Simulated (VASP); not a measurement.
## Ti: relaxation of cell and atoms with PBEsol

Ti:

```xyz
2
Lattice="2.9500 0.0000 0.0000 -1.4750 2.5548 0.0000 0.0000 0.0000 4.6800" Properties=species:S:1:pos:R:3 pbc="T T T"
Ti    0.0000    1.7032    1.1700
Ti    1.4750    0.8516    3.5100
```

* Program: VASP 6.6.1
* Task: relaxation of cell and atoms
* Functional: PBEsol
* Potentials or basis: VASP PAW PBE potentials, release 64 (Ti_sv)
* Cutoff: 600 eV
* k mesh: 14 × 14 × 8
* Occupations: fermi-dirac, width 0.1 eV
* Spin: no spin polarisation
* Dipole correction: no
* Further INCAR settings: ALGO = Normal; EDIFF = 1e-06; IBRION = 2; EDIFFG = -0.002; NSW = 100; ISIF = 3

The relaxed volume is 16.70 Å³/atom, the relaxed cell is a = 2.899 Å, b = 2.899 Å, c = 4.590 Å, α = 90.00°, β = 90.00°, γ = 120.00° and the space group after relaxing (to 0.1 Å) is P6_3/mmc (No. 194). The energy gained by relaxing is 17.7 meV/atom. The ionic steps are 8, the pressure after relaxing is 0.0 GPa and the band gap on the k mesh is zero (bands 12 and 13 overlap by 1.05 eV).

The path:
```tsv
step	energy change (eV)	largest force (eV/Å)	pressure (GPa)	volume (Å³)
1	0.0000	0.0000	-5.80	35.27
2	-0.0158	0.0000	4.97	32.11
3	-0.0353	0.0000	-0.01	33.41
4	-0.0353	0.0000	0.09	33.37
5	-0.0353	0.0000	-0.01	33.42
6	-0.0353	0.0000	-0.06	33.42
7	-0.0353	0.0000	-0.04	33.42
8	-0.0353	0.0000	0.01	33.40
```

Final structure:
```
Ti
1.0
     2.89867    0.00000    0.00000
    -1.44933    2.51032    0.00000
     0.00000    0.00000    4.58991
Ti
2
Direct
  0.33333 0.66667 0.25000
  0.66667 0.33333 0.75000
```

Levels at points of the mesh, in eV from the Fermi level:
| k point | band 8 | band 9 | band 10 | band 11 | band 12 | band 13 | band 14 | band 15 | band 16 |
| --- | --- | --- | --- | --- | --- | --- | --- | --- | --- |
| (0.00, 0.00, 0.00) | -32.43 | -6.28 | -2.77 | 0.82 | 0.82 | 0.92 | 0.95 | 1.35 | 1.35 |
| (0.50, 0.00, 0.00) | -32.51 | -2.38 | -2.26 | -1.93 | -0.55 | 0.50 | 0.69 | 1.26 | 3.55 |
| (0.00, 0.00, 0.50) | -32.49 | -4.37 | -4.37 | 0.12 | 0.12 | 0.72 | 0.72 | 0.72 | 0.72 |
| (0.50, 0.00, 0.50) | -32.61 | -2.63 | -2.63 | -0.84 | -0.84 | 1.47 | 1.47 | 1.83 | 1.83 |

Run time: 2.1 min on 1 thread of Intel(R) Xeon(R) 6975P-C (Granite Rapids), on a shared host, peak memory 0.21 GiB.

Caveat: the PAW data sets were made with another functional, which shifts forces and pressure a little.
